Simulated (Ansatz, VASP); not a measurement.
# One calculation of Rb, two programs

The input INCAR:

```
SYSTEM = Rb
PREC = Accurate
ENCUT = 520
EDIFF = 1E-6
ISMEAR = 0
SIGMA = 0.15
LREAL = .False.
LASPH = .True.
NELM = 60
ALGO = Fast
ISIF = 2
LWAVE = .False.
LCHARG = .False.
GGA = PE
NBANDS = 10
```

KPOINTS

```
Automatic mesh
0
Gamma
  12 12 12
  0 0 0
```

Contents of POSCAR:

```
Rb
1.0
   -2.8060000000      2.8060000000      2.8480900000
    2.8060000000     -2.8060000000      2.8480900000
    2.8060000000      2.8060000000     -2.8480900000
Rb
1
Direct
    0.0000000000      0.0000000000      0.0000000000
```

Input for Ansatz:

```yaml
crystal:
  lattice:
    - [-2.806, 2.806, 2.84809]
    - [2.806, -2.806, 2.84809]
    - [2.806, 2.806, -2.84809]
  atoms:
    - { symbol: Rb, position: [0.0, 0.0, 0.0] }
basis:
  ecutwfc: 420
kpoints:
  mp_grid: { grid: [12, 12, 12] }
hamiltonian:
  xc: pbe
scf:
  occupations: { method: gaussian, width: 0.15 }
output:
  forces: true
  stress: true
  eigenvalues: true
```

Change from the starting cell: strain +0.000 along x and y, +0.015 along z, atoms carried along.

Alike in both runs: task single point; functional PBE; k mesh 12 × 12 × 12; occupations gaussian, width 0.15 eV; no spin polarisation.

|  | VASP | Ansatz |
| --- | --- | --- |
| version | VASP 6.6.1 | Ansatz 0.2.0 |
| potentials or method | VASP PAW PBE potentials, release 64 (Rb_sv), cutoff 520 eV | scalar-relativistic, plane waves, PAW |
| valence electrons in the cell | 9 | 9 |

```csv
,VASP,Ansatz,Ansatz less VASP
gap on the k mesh at the Fermi level (eV),none,none,-
pressure (GPa),0.0,0.0,0.00
```

A gap of «none» marks a metal or a gap that the smearing closes.
